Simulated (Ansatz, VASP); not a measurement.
## One calculation of Zr, two programs

```
CELL_PARAMETERS angstrom
3.23253 0.00000 0.00000
-1.61627 2.79946 0.00000
0.00000 0.00000 5.17115
ATOMIC_POSITIONS crystal
Zr 0.33333 0.66667 0.25000
Zr 0.66667 0.33333 0.75000
```

Alike in both runs: functional PBE; k mesh 6 × 6 × 4; occupations gaussian, width 0.1 eV; no spin polarisation.

Ansatz relaxed the structure, and its values are those at the end. VASP's run is a single point on that final structure, the one shown.

|  | VASP | Ansatz |
| --- | --- | --- |
| version | VASP 6.6.1 | Ansatz 0.2.0 |
| potentials or method | VASP PAW PBE potentials, release 64 (Zr_sv), cutoff 520 eV | scalar-relativistic, plane waves, PAW |
| valence electrons in the cell | 24 | 24 |

|  | VASP | Ansatz | Ansatz less VASP |
| --- | --- | --- | --- |
| gap on the k mesh at the Fermi level (eV) | none | none | - |
| pressure (GPa) | -0.2 | -0.2 | -0.03 |

A gap of «none» marks a metal or a gap that the smearing closes.

The k mesh is coarse, so the values compare programs but aren't converged.
